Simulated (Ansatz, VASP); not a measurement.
**BeTe in VASP and in Ansatz**

INCAR

```
PREC     = Accurate       # precision mode
ENCUT    = 600            # plane-wave cutoff, eV
EDIFF    = 1E-6           # SCF threshold, eV
ISMEAR   = 0              # smearing method
SIGMA    = 0.1            # smearing width, eV
LREAL    = F              # projectors in reciprocal space
LASPH    = T              # aspherical terms in the spheres
NELM     = 60             # most SCF steps
ALGO     = Normal         # electronic algorithm
ISIF     = 3              # what is computed and relaxed
LWAVE    = F              # write WAVECAR
LCHARG   = F              # write CHGCAR
GGA      = PE             # functional
IBRION   = 2              # ionic algorithm
NSW      = 90             # ionic steps
EDIFFG   = -0.04          # ionic threshold
```

Contents of KPOINTS:

```
Automatic mesh
0
Gamma
  4 4 4
```

File POSCAR:

```
BeTe
1.0
    4.3842144300      0.0000000000      0.0000000000
    0.0000000000      4.3842144300      0.0000000000
    0.0000000000      0.0000000000      4.3397495900
Be Te
2 2
Direct
    0.0000000000      0.0000000000      0.5000000000
    0.5000000000      0.5000000000      0.5000000000
    0.5000000000      0.0000000000      0.8971372500
    0.0000000000      0.5000000000      0.1028627500
```

Input for Ansatz:

```yaml
crystal:
  lattice:
    - [4.38421443, 0.0, 0.0]
    - [0.0, 4.38421443, 0.0]
    - [0.0, 0.0, 4.33974959]
  atoms:
    - { symbol: Be, position: [0.0, 0.0, 0.5] }
    - { symbol: Be, position: [0.5, 0.5, 0.5] }
    - { symbol: Te, position: [0.5, 0.0, 0.89713725] }
    - { symbol: Te, position: [0.0, 0.5, 0.10286275] }
basis:
  ecutwfc: 420
kpoints:
  mp_grid: { grid: [4, 4, 4] }
hamiltonian:
  xc: pbe
scf:
  occupations: { method: gaussian, width: 0.1 }
  lower_state_search: "off"
output:
  forces: true
  stress: true
  eigenvalues: true
relax:
  adjacent_minimum: "off"
  f_tol: 0.04
  max_steps: 70
  cell: { stress_tol: 0.4 }
```

Alike in both runs: task relaxation of cell and atoms; functional PBE; k mesh 4 × 4 × 4; occupations gaussian, width 0.1 eV; no spin polarisation.

|  | VASP | Ansatz |
| --- | --- | --- |
| version | VASP 6.6.1 | Ansatz 0.2.0 |
| potentials or method | VASP PAW PBE potentials, release 64 (Be, Te), cutoff 600 eV | scalar-relativistic, plane waves, PAW |
| valence electrons in the cell | 16 | 36 |

VASP gave:

* gap on the k mesh at the Fermi level, each at its own relaxed structure (eV): 2.02
* relaxed volume (Å³/atom): 26.67
* relaxed length of the cell vector where the two differ most in proportion (Å): 6.903

Task: What did Ansatz give for the same quantities?

Result: gap on the k mesh at the Fermi level, each at its own relaxed structure (eV): 2.04; relaxed volume (Å³/atom): 27.53; relaxed length of the cell vector where the two differ most in proportion (Å): 7.110.

VASP's potentials hold 16 valence electrons a cell and Ansatz's 36, so a difference there can come from the potentials and not from the codes.

Neither program's run includes spin-orbit coupling. Noted on VASP's run: the volume moved by over 15 % at a fixed basis, so the end points are rough.
